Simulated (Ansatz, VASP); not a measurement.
# Two plane-wave programs on GaN

```
Ga N
1.0
     0.00000    2.25350    2.25350
     2.25350    0.00000    2.25350
     2.25350    2.25350    0.00000
Ga N
1 1
Cartesian
  0.0000 0.0000 0.0000
  3.3803 3.3803 3.3803
```

Alike in both runs: task single point; functional PBEsol; k mesh 4 × 4 × 4; no spin polarisation.

```csv
,VASP,Ansatz
version,VASP 6.6.1,Ansatz 0.2.0
potentials or method,"VASP PAW PBE potentials, release 64 (Ga_d, N)","plane waves, PAW"
plane-wave cutoff (eV),520,420
occupations,"gaussian, width 0.01 eV",fixed
valence electrons in the cell,18,18
```

|  | VASP | Ansatz | Ansatz less VASP |
| --- | --- | --- | --- |
| pressure (GPa) | -1.4 | -1.2 | +0.21 |

VASP's potentials were made for PBE, not for PBEsol.

The k mesh is coarse, so the values compare programs but aren't converged.
